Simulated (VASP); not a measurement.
Set up this calculation in VASP 6.6.1, as the native input.

```yaml
Task: relaxation of cell and atoms
Functional: PBE
Potentials_or_basis: VASP PAW PBE potentials, release 64 (Cd, Te)
Cutoff: 600 eV
k_mesh: 4 × 4 × 2
Occupations: gaussian, width 0.2 eV
Spin: no spin polarisation
Dipole_correction: no
Further_INCAR_settings: ALGO = Fast; EDIFF = 1e-06; IBRION = 2; EDIFFG = -0.08; NSW = 36; ISIF = 3
```

The structure of Cd3Te2 lies in POSCAR:

```
Cd3Te2
1.0
    4.6212248900      0.0000000000      0.0000000000
   -2.3106124500      4.0020981500      0.0000000000
    0.0000000000      0.0000000000     13.8188910900
Cd Te
6 4
Direct
    0.0000000000      0.0000000000      0.2500000000
    0.0000000000      0.0000000000      0.7500000000
    0.3333333300      0.6666666700      0.9300000100
    0.6666666700      0.3333333300      0.4300000100
    0.3333333300      0.6666666700      0.5699999900
    0.6666666700      0.3333333300      0.0699999900
    0.3333333300      0.6666666700      0.1430000100
    0.6666666700      0.3333333300      0.6430000100
    0.3333333300      0.6666666700      0.3569999900
    0.6666666700      0.3333333300      0.8569999900
```

One way to write it, as run:

INCAR

```
  ALGO = Fast
  EDIFF = 1E-6
  EDIFFG = -0.08
  ENCUT = 600
  GGA = PE
  IBRION = 2
  ISIF = 3
  ISMEAR = 0
  LASPH = T
  LCHARG = F
  LREAL = F
  LWAVE = F
  NELM = 100
  NSW = 36
  PREC = Accurate
  SIGMA = 0.2
```

KPOINTS

```
k-points
0
Gamma
  4 4 2
```

Potentials or basis: VASP PAW PBE potentials, release 64 (Cd, Te).

Run with:

```console
$ cat potpaw_PBE.64/Cd/POTCAR potpaw_PBE.64/Te/POTCAR > POTCAR
$ mpirun -np 1 vasp_std > vasp.out
```

Results of the run:

The relaxed volume is 34.01 Å³/atom and the relaxed cell is a = 4.795 Å, b = 4.795 Å, c = 17.075 Å, α = 90.00°, β = 90.00°, γ = 120.00°. The space group after relaxing (to 0.05 Å) is P6_3/mmc (No. 194), the energy gained by relaxing is 306.3 meV/atom and the ionic steps are 14. The pressure after relaxing is 0.2 GPa, the largest force after relaxing is 0.079 eV/Å and the band gap on the k mesh is zero (band 48 reaches 2.56 eV, above the bottom of band 49 at 2.12 eV).

Caveat: the k points lie up to 0.38 Å⁻¹ apart in the final cell; the volume moved by over 15 % at a fixed basis, so the end points are rough; spin-orbit coupling is left out, which moves the levels of the heavy elements; the relaxation stopped at a loose force limit of 0.08 eV/Å, so its end isn't a converged minimum.

It took 27 min on 1 thread of Intel(R) Xeon(R) Platinum 8488C (Sapphire Rapids), on a shared host, peak memory 0.51 GiB.
